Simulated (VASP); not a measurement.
A run of VASP 6.6.1 is set up as follows.

INCAR

```
PREC     = Accurate       # precision mode
ENCUT    = 520            # plane-wave cutoff, eV
EDIFF    = 1E-6           # SCF threshold, eV
ISMEAR   = 0              # smearing method
SIGMA    = 0.05           # smearing width, eV
LREAL    = False          # projectors in reciprocal space
LASPH    = True           # aspherical terms in the spheres
NELM     = 80             # most SCF steps
ALGO     = Normal         # electronic algorithm
ISIF     = 2              # what is computed and relaxed
LWAVE    = False          # write WAVECAR
LCHARG   = False          # write CHGCAR
GGA      = PE             # functional
NBANDS   = 15             # bands
```

The input KPOINTS:

```
Automatic mesh
0
Gamma
  8 8 8
```

File POSCAR:

```
KCl
1.0
    0.0000000000      2.8918092183      3.7593519838
    2.8918092183      0.0000000000      3.7593519838
    2.8918092183      2.8918092183      0.0000000000
K Cl
1 1
Direct
    0.0000000000      0.0000000000      0.0000000000
    0.5000000000      0.5000000000      0.5000000000
```

Potentials or basis: VASP PAW PBE potentials, release 64 (K_sv, Cl).

Run with:

```console
$ cat potpaw_PBE.64/K_sv/POTCAR potpaw_PBE.64/Cl/POTCAR > POTCAR
$ mpirun -np 1 vasp_std > vasp.out
```

(1) What does it give for the pressure?

(2) What does it give for the band gap on the k mesh?

## Answers

(1) 3.8 GPa.

(2) 4.89 eV.

Caveat: the cell stands under pressure.
